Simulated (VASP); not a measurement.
# ZrSc3F2 (Pmmm) in VASP: notebook

Runs on ZrSc3F2. Level: PBE. Tasks: single point.

Everything below comes from runs of VASP 6.6.1. Logs are shortened: lines on timing, memory, paths and dates and some standing lists are left out, and cuts for length are marked.

## (1) The cell of the first run

Symmetry: Pmmm, No. 47, orthorhombic system. The conventional cell has a = 2.969 Å, b = 5.261 Å, c = 8.243 Å, α = 90.00°, β = 90.00°, γ = 90.00°. Within 3.9 Å of Zr (site symmetry mmm) lie 2 Zr at 2.97 Å and 8 Sc at 3.02 to 3.06 Å. Within 3.1 Å of Sc (site symmetry mm2) lie 4 F at 2.37 Å and 3 Sc at 2.88 to 2.97 Å and 2 Zr at 3.06 Å. Sc (site symmetry mmm) has 6 Sc at 2.97 to 3.76 Å and 4 Zr at 3.02 Å within 3.9 Å. Within 3.1 Å of F (site symmetry m2m) lie 4 F at 2.31 to 2.97 Å and 4 Sc at 2.37 Å.

The cell was built from a structure type or drawn by symmetry, and may not be a known phase.

## (2) Single point, PBE

INCAR

```
ALGO = Normal ; EDIFF = 1E-6
ENCUT = 520 ; GGA = PE
ISIF = 2 ; ISMEAR = 0
LASPH = T ; LCHARG = F
LREAL = F ; LWAVE = F
NBANDS = 38 ; NELM = 60
PREC = Accurate ; SIGMA = 0.1
```

KPOINTS

```
k-points
0
Gamma
  6 4 2
```

POSCAR

```
ZrSc3F2
1.0
    2.9694762058      0.0000000000      0.0000000000
    0.0000000000      5.2612082560      0.0000000000
    0.0000000000      0.0000000000      8.2432351337
Zr Sc F
1 3 2
Direct
    0.5000000000      0.0000000000      0.0000000000
    0.0000000000      0.0000000000      0.3251356080
    0.0000000000      0.0000000000      0.6748643920
    0.0000000000      0.5000000000      0.0000000000
    0.5000000000      0.7802883139      0.5000000000
    0.5000000000      0.2197116861      0.5000000000
```

Potentials or basis: VASP PAW PBE potentials, release 64 (Zr_sv, Sc_sv, F).

Launch:

```console
$ cat potpaw_PBE.64/Zr_sv/POTCAR potpaw_PBE.64/Sc_sv/POTCAR potpaw_PBE.64/F/POTCAR > POTCAR
$ mpirun -np 1 vasp_std > vasp.out
```

OUTCAR:

```text
EDIFF = 1E-6
   ENCUT = 520
   GGA = PE
   ISIF = 2
   ISMEAR = 0
   LASPH = T
   LREAL = F
   NELM = 60
   PREC = Accurate

 ion  position               nearest neighbor table
   1  0.500  0.000  0.000-   4 3.02   4 3.02   4 3.02   4 3.02   2 3.06   3 3.06   2 3.06   3 3.06

   2  0.000  0.000  0.325-   5 2.37   6 2.37   5 2.37   6 2.37   3 2.88   1 3.06   1 3.06
   3  0.000  0.000  0.675-   5 2.37   6 2.37   5 2.37   6 2.37   2 2.88   1 3.06   1 3.06
   4  0.000  0.500  0.000-   1 3.02   1 3.02   1 3.02   1 3.02
   5  0.500  0.780  0.500-   2 2.37   3 2.37   2 2.37   3 2.37
   6  0.500  0.220  0.500-   2 2.37   3 2.37   2 2.37   3 2.37

  LATTYP: Found a simple orthorhombic cell.
 ALAT       =     2.9694762058
 B/A-ratio  =     1.7717630624
 C/A-ratio  =     2.7759896232

  Lattice vectors:

 A1 = (   2.9694762058,   0.0000000000,   0.0000000000)
 A2 = (   0.0000000000,   5.2612082560,   0.0000000000)
 A3 = (   0.0000000000,   0.0000000000,   8.2432351337)

Analysis of symmetry for initial positions (statically):
=====================================================================
 Subroutine PRICEL returns:
 Original cell was already a primitive cell.

 Routine SETGRP: Setting up the symmetry group for a
 simple orthorhombic supercell.

 Subroutine GETGRP returns: Found  8 space group operations
 (whereof  8 operations were pure point group operations)
 out of a pool of  8 trial point group operations.

The static configuration has the point symmetry D_2h.

Analysis of symmetry for dynamics (positions and initial velocities):
=====================================================================
 Subroutine PRICEL returns:
 Original cell was already a primitive cell.

 Routine SETGRP: Setting up the symmetry group for a
 simple orthorhombic supercell.

 Subroutine GETGRP returns: Found  8 space group operations
 (whereof  8 operations were pure point group operations)
 out of a pool of  8 trial point group operations.

The dynamic configuration has the point symmetry D_2h.

 Subroutine INISYM returns: Found  8 space group operations
 (whereof  8 operations are pure point group operations),
 and found     1 'primitive' translations

----------------------------------------------------------------------------------------

                                     Primitive cell

  volume of cell :     128.7843

  direct lattice vectors                    reciprocal lattice vectors
     2.969476206  0.000000000  0.000000000     0.336759728  0.000000000  0.000000000
     0.000000000  5.261208256  0.000000000     0.000000000  0.190070408  0.000000000
     0.000000000  0.000000000  8.243235134     0.000000000  0.000000000  0.121311595

  length of vectors
     2.969476206  5.261208256  8.243235134     0.336759728  0.190070408  0.121311595

  position of ions in fractional coordinates (direct lattice)
     0.500000000  0.000000000  0.000000000
     0.000000000  0.000000000  0.325135608
     0.000000000  0.000000000  0.674864392
     0.000000000  0.500000000  0.000000000
     0.500000000  0.780288314  0.500000000
     0.500000000  0.219711686  0.500000000

  ion indices of the primitive-cell ions
   primitive index   ion index
                 1           1
                 2           2
                 3           3
                 4           4
                 5           5
                 6           6

----------------------------------------------------------------------------------------

 KPOINTS: k-points

Automatic generation of k-mesh.
 Grid dimensions read from file:
 generate k-points for:    6    4    2

 Generating k-lattice:

  Cartesian coordinates                     Fractional coordinates (reciprocal lattice)
     0.056126621  0.000000000  0.000000000     0.166666667  0.000000000  0.000000000
     0.000000000  0.047517602  0.000000000     0.000000000  0.250000000  0.000000000
     0.000000000  0.000000000  0.060655797     0.000000000  0.000000000  0.500000000

  Length of vectors
     0.056126621  0.047517602  0.060655797

  Shift w.r.t. Gamma in fractional coordinates (k-lattice)
     0.000000000  0.000000000  0.000000000

 Subroutine IBZKPT returns following result:
 ===========================================

 Found     24 irreducible k-points:

 Following reciprocal coordinates:
            Coordinates               Weight
  0.000000  0.000000  0.000000      1.000000
  0.166667  0.000000  0.000000      2.000000
  0.333333  0.000000  0.000000      2.000000
  0.500000  0.000000  0.000000      1.000000
  0.000000  0.250000  0.000000      2.000000
  0.166667  0.250000  0.000000      4.000000
[... 16 lines left out ...]
  0.333333  0.500000  0.500000      2.000000
  0.500000  0.500000  0.500000      1.000000
   k-points           NKPTS =     24   k-points in BZ     NKDIM =     24   number of bands    NBANDS=     38
   number of dos      NEDOS =    301   number of ions     NIONS =      6
   total plane-waves  NPLWV =  61440
[... 41 lines left out ...]
   LHFCALC =     F    Hartree Fock is set to
   AEXX    =    0.0000 exact exchange contribution
   IVDW    =     0    specifies the selected vdW correction
   LEPSILON=     F    determine dielectric tensor
   LRPA    =     F    only Hartree local field effects (RPA)
 non-spin polarized calculation
 Gauss-broadening in eV      SIGMA  =   0.10
  energy-cutoff  :      520.00
  volume of cell :      128.78
 maximum number of plane-waves:      3520
 NGX is ok and might be reduce to    24
   NGX = 11   NGY = 19   NGZ = 31

 number of electron      59.0000017 magnetization

 Free energy of the ion-electron system (eV)
  ---------------------------------------------------
  ext. energy  EPLUGINS =         0.00000000
  ---------------------------------------------------
  free energy    TOTEN  =       -38.16258735 eV

  energy without entropy =      -38.13498180  energy(sigma->0) =      -38.14878458

 E-fermi :   3.8021     XC(G=0):  -9.3134

 val. band max:        3.8020301354   @ k =   0.0000   0.0000   0.0000
 cond. band min:       3.8515801119   @ k =   0.3333   0.0000   0.0000
 fundamental gap:      0.0495499764
 Fermi energy:         3.8021326374

 k-point     1 :       0.0000    0.0000    0.0000
  band No.  band energies     occupation
      1     -46.5087      2.00000
      2     -46.4610      2.00000
      3     -45.5998      2.00000
      4     -44.1800      2.00000
      5     -25.3711      2.00000
      6     -25.3592      2.00000
[... 30 lines left out ...]
     37       6.0923      0.00000
     38       6.5487      0.00000

 k-point     2 :       0.1667    0.0000    0.0000
  band No.  band energies     occupation
      1     -46.4929      2.00000
      2     -46.4462      2.00000
      3     -45.5838      2.00000
      4     -44.1524      2.00000
      5     -25.3391      2.00000
      6     -25.3246      2.00000
[... 30 lines left out ...]
     37       6.0007      0.00000
     38       6.1681      0.00000

 k-point     3 :       0.3333    0.0000    0.0000
  band No.  band energies     occupation
      1     -46.4612      2.00000
      2     -46.4166      2.00000
      3     -45.5517      2.00000
      4     -44.0966      2.00000
      5     -25.3438      2.00000
      6     -25.2742      2.00000
[... 30 lines left out ...]
     37       5.4825      0.00000
     38       5.7567      0.00000

 k-point     4 :       0.5000    0.0000    0.0000
  band No.  band energies     occupation
      1     -46.4452      2.00000
      2     -46.4016      2.00000
      3     -45.5355      2.00000
      4     -44.0684      2.00000
      5     -25.4574      2.00000
      6     -25.2643      2.00000
[... 30 lines left out ...]
     37       5.3602      0.00000
     38       5.8616      0.00000
[... 703 lines left out ...]
      4     -44.1553      2.00000
      5     -25.3403      2.00000
      6     -25.3322      2.00000
[... 30 lines left out ...]
     37       5.8514      0.00000
     38       6.0558      0.00000

 k-point    23 :       0.3333    0.5000    0.5000
  band No.  band energies     occupation
      1     -46.4611      2.00000
      2     -46.4167      2.00000
      3     -45.5509      2.00000
      4     -44.0975      2.00000
      5     -25.3414      2.00000
      6     -25.2750      2.00000
[... 30 lines left out ...]
     37       5.6285      0.00000
     38       5.8876      0.00000

 k-point    24 :       0.5000    0.5000    0.5000
  band No.  band energies     occupation
      1     -46.4452      2.00000
      2     -46.4016      2.00000
      3     -45.5355      2.00000
      4     -44.0683      2.00000
      5     -25.4625      2.00000
      6     -25.2568      2.00000
[... 30 lines left out ...]
     37       5.7922      0.00000
     38       6.6688      0.00000

------------------------ aborting loop because EDIFF is reached ----------------------------------------

  FORCE on cell =-STRESS in cart. coord.  units (eV):
  Direction    XX          YY          ZZ          XY          YZ          ZX
  --------------------------------------------------------------------------------------
  -------------------------------------------------------------------------------------
  Total        0.0277906      0.0726440     -0.0005652      0.0000000      0.0000000      0.0000000
  in kB        0.3457364      0.9037478     -0.0070312      0.0000000      0.0000000      0.0000000
  external PRESSURE =       0.4141510 kB  Pullay stress =       0.0000000 kB

 VOLUME and BASIS-vectors are now :
 -----------------------------------------------------------------------------
  energy-cutoff  :      520.00
  volume of cell :      128.78
      direct lattice vectors                 reciprocal lattice vectors
     2.969476206  0.000000000  0.000000000     0.336759728  0.000000000  0.000000000
     0.000000000  5.261208256  0.000000000     0.000000000  0.190070408  0.000000000
     0.000000000  0.000000000  8.243235134     0.000000000  0.000000000  0.121311595

 POSITION                                       TOTAL-FORCE (eV/Angst)
 -----------------------------------------------------------------------------------
      1.48474      0.00000      0.00000         0.000000      0.000000     -0.000000
      0.00000      0.00000      2.68017        -0.000000      0.000000     -0.059733
      0.00000      0.00000      5.56307         0.000000      0.000000      0.059733
      0.00000      2.63060      0.00000         0.000000      0.000000     -0.000000
      1.48474      4.10526      4.12162         0.000000     -0.019727     -0.000000
      1.48474      1.15595      4.12162         0.000000      0.019727     -0.000000
 -----------------------------------------------------------------------------------
    total drift:                                0.000000      0.000000     -0.000000

  FREE ENERGIE OF THE ION-ELECTRON SYSTEM (eV)
  ---------------------------------------------------
  free  energy   TOTEN  =       -38.1625873511 eV

  energy  without entropy=      -38.1349818034  energy(sigma->0) =      -38.14878458
```

Run time: 1.8 min. Hardware: 1 thread of Intel Xeon Platinum 8375C at 2.90GHz (Ice Lake), shared host; peak memory 0.27 GiB.

Results:

| Quantity | Value |
| --- | --- |
| Free energy | -38.1626 eV |
| Pressure | 0.0 GPa |
| Largest force | 0.060 eV/Å |
| Band gap on the k mesh | zero (an odd number of electrons rules out a gap without spin polarisation) |

Forces on the atoms (eV/Å):
```
Zr   0.000  0.000  0.000
Sc   0.000  0.000 -0.060
Sc   0.000  0.000  0.060
Sc   0.000  0.000  0.000
F    0.000 -0.020  0.000
F    0.000  0.020  0.000
```

Caveat: the k points lie up to 0.38 Å⁻¹ apart, too coarse for converged energies and pressures of a metal; an odd number of electrons without spin polarisation forces a metal; a magnetic or distorted state may lie lower.

## (3) Single point, PBE

INCAR

```
SYSTEM = ZrSc3F2
  PREC = Accurate
  ENCUT = 520
  EDIFF = 1E-6
  ISMEAR = 0
  SIGMA = 0.1
  LREAL = .False.
  LASPH = .True.
  NELM = 80
  ALGO = Normal
  ISIF = 2
  LWAVE = .False.
  LCHARG = .False.
  GGA = PE
  NBANDS = 38
```

KPOINTS

```
Automatic mesh
0
Gamma
  4 4 4
  0 0 0
```

POSCAR

```
ZrSc3F2
1.0
    3.0192267841      0.0000000000      0.0000000000
    0.0000000000      5.2061914216      0.0000000000
    0.0000000000      0.0000000000      8.2059038845
Zr Sc F
1 3 2
Direct
    0.5000000000      0.0000000000      0.0000000000
    0.0000000000      0.0000000000      0.3262483662
    0.0000000000      0.0000000000      0.6737516338
    0.0000000000      0.5000000000      0.0000000000
    0.5000000000      0.7775436590      0.5000000000
    0.5000000000      0.2224563410      0.5000000000
```

Potentials or basis: VASP PAW PBE potentials, release 64 (Zr_sv, Sc_sv, F).

Launch:

```console
$ cat potpaw_PBE.64/Zr_sv/POTCAR potpaw_PBE.64/Sc_sv/POTCAR potpaw_PBE.64/F/POTCAR > POTCAR
$ mpirun -np 1 vasp_std > vasp.out
```

Wall time 2.1 min (1 thread of Intel Xeon Platinum 8375C at 2.90GHz (Ice Lake), shared host); peak memory 0.3 GiB.

It converged, with:

| Quantity | Value |
| --- | --- |
| Free energy | -38.0407 eV |
| Pressure | 0.1 GPa |
| Largest force | 0.043 eV/Å |
| Band gap on the k mesh | zero (an odd number of electrons rules out a gap without spin polarisation) |

Forces in eV/Å, atoms in the order of the input:
```
Zr   0.000  0.000  0.000
Sc   0.000  0.000 -0.043
Sc   0.000  0.000  0.043
Sc   0.000  0.000  0.000
F    0.000 -0.015  0.000
F    0.000  0.015  0.000
```

Levels at points of the mesh, in eV from the Fermi level:
```csv
k point,band 25,band 26,band 27,band 28,band 29,band 30,band 31,band 32,band 33,band 34
"(0.00, 0.00, 0.00)",-4.13,-1.78,-1.25,-1.06,-0.68,0.06,0.06,0.37,0.51,1.81
"(0.50, 0.00, 0.00)",-1.09,-0.99,-0.60,-0.20,-0.08,0.25,0.51,0.71,1.05,1.16
"(0.00, 0.50, 0.00)",-2.91,-2.19,-1.16,-1.11,-0.54,0.23,0.29,0.45,0.56,1.33
"(0.50, 0.50, 0.00)",-1.90,-1.39,-1.34,-0.37,-0.37,0.37,0.41,0.75,1.57,1.74
"(0.00, 0.00, 0.50)",-3.94,-1.69,-1.51,-1.12,-0.82,-0.38,0.18,0.65,0.84,1.56
"(0.50, 0.00, 0.50)",-1.29,-1.01,-0.60,-0.07,-0.06,0.41,0.43,0.54,1.04,1.20
"(0.00, 0.50, 0.50)",-2.75,-2.18,-1.20,-0.98,-0.69,-0.40,0.27,0.51,1.16,1.45
"(0.50, 0.50, 0.50)",-1.90,-1.50,-1.39,-0.65,-0.36,0.72,1.16,1.21,1.35,1.35
```

Caveat: the k points lie up to 0.52 Å⁻¹ apart, too coarse for converged energies and pressures of a metal; an odd number of electrons without spin polarisation forces a metal; a magnetic or distorted state may lie lower.

## (4) Single point, PBE

This run uses another cell than the first one, of 15.78 Å³/atom.

INCAR

```
PREC = Accurate
ENCUT = 520
EDIFF = 1E-6
ISMEAR = 0
SIGMA = 0.1
LREAL = F
LASPH = T
NELM = 60
ALGO = Normal
ISIF = 2
LWAVE = F
LCHARG = F
GGA = PE
NBANDS = 38
```

KPOINTS

```
regular mesh
0
Gamma
  4 4 4
```

POSCAR

```
ZrSc3F2
1.0
    4.0903586600      0.0000000000      0.0000000000
    0.0000000000      4.3954802000      0.0000000000
    0.0000000000      0.0000000000      5.2669130700
Zr Sc F
1 3 2
Direct
    0.5000000000      0.0000000000      0.0000000000
    0.0000000000      0.0000000000      0.2237959700
    0.0000000000      0.0000000000      0.7762040300
    0.0000000000      0.5000000000      0.0000000000
    0.5000000000      0.8671070800      0.5000000000
    0.5000000000      0.1328929200      0.5000000000
```

Launch:

```console
$ cat potpaw_PBE.64/Zr_sv/POTCAR potpaw_PBE.64/Sc_sv/POTCAR potpaw_PBE.64/F/POTCAR > POTCAR
$ mpirun -np 1 vasp_std > vasp.out
```

Run time: 96 s. Hardware: 1 thread of Intel Xeon Platinum 8375C at 2.90GHz (Ice Lake), shared host; peak memory 0.24 GiB.

Results (log left out):

- Free energy: -14.9492 eV
- Pressure: 56.9 GPa
- Largest force: 26.165 eV/Å
- Band gap on the k mesh: zero (an odd number of electrons rules out a gap without spin polarisation)

Forces on the atoms (eV/Å):
```
Zr    0.000   0.000   0.000
Sc    0.000   0.000   5.218
Sc    0.000   0.000  -5.218
Sc    0.000   0.000   0.000
F     0.000 -26.165   0.000
F     0.000  26.165   0.000
```

Stress tensor (GPa, compression positive):
```
49.27  0.00  0.00
 0.00 75.52  0.00
 0.00  0.00 45.92
```

Levels at points of the mesh, in eV from the Fermi level:
```
           k point  band 25  band 26  band 27  band 28  band 29  band 30  band 31  band 32  band 33  band 34
(0.00, 0.00, 0.00)    -2.57    -2.15    -0.77    -0.35     0.34     0.69     0.70     1.08     1.37     1.65
(0.50, 0.00, 0.00)    -1.94    -1.51    -1.19    -1.16    -0.69    -0.63     0.20     1.15     1.66     1.68
(0.00, 0.50, 0.00)    -1.81    -1.55    -1.51    -1.00    -0.27     0.65     0.68     0.72     0.84     1.01
(0.50, 0.50, 0.00)    -2.47    -1.51    -1.17    -0.87    -0.54    -0.26    -0.10     0.06     1.25     1.82
(0.00, 0.00, 0.50)    -2.66    -1.16    -0.94     0.29     0.32     0.38     0.62     1.17     1.66     1.90
(0.50, 0.00, 0.50)    -1.24    -0.97    -0.96    -0.82    -0.39    -0.38    -0.04     0.30     0.69     1.62
(0.00, 0.50, 0.50)    -1.34    -1.30    -0.49    -0.44    -0.36     0.31     0.73     0.77     0.98     1.01
(0.50, 0.50, 0.50)    -2.08    -2.04    -1.24    -0.29     0.12     0.50     0.96     0.99     1.07     1.44
```

Caveat: the k points lie up to 0.38 Å⁻¹ apart, too coarse for converged energies and pressures of a metal; the standard files for N, O and F lose accuracy on very short bonds; an odd number of electrons without spin polarisation forces a metal; a magnetic or distorted state may lie lower.

## (5) The runs side by side

| cell | k mesh | gap on the mesh (eV) | pressure (GPa) | largest force (eV/Å) |
| --- | --- | --- | --- | --- |
| a = 2.969, b = 5.261, c = 8.243 Å, 6 atoms, atomic positions A | 6 × 4 × 2 | none | 0.0 | 0.06 |
| a = 3.019, b = 5.206, c = 8.206 Å, 6 atoms, atomic positions B | 4 × 4 × 4 | none | 0.1 | 0.04 |
| a = 4.090, b = 4.395, c = 5.267 Å, 6 atoms, atomic positions C | 4 × 4 × 4 | none | 56.9 | 26.16 |

Alike in all rows: task single point; level PBE; potentials or basis VASP PAW PBE potentials, release 64 (Zr_sv, Sc_sv, F); no spin polarisation; cutoff (eV) 520; smearing gaussian 0.1 eV.

Caveats: all runs use coarse meshes; an odd number of electrons without spin polarisation forces a metal; a magnetic or distorted state may lie lower; the standard files for N, O and F lose accuracy on very short bonds (at least some runs).

Absolute energies hang on the potentials; compare differences alone.
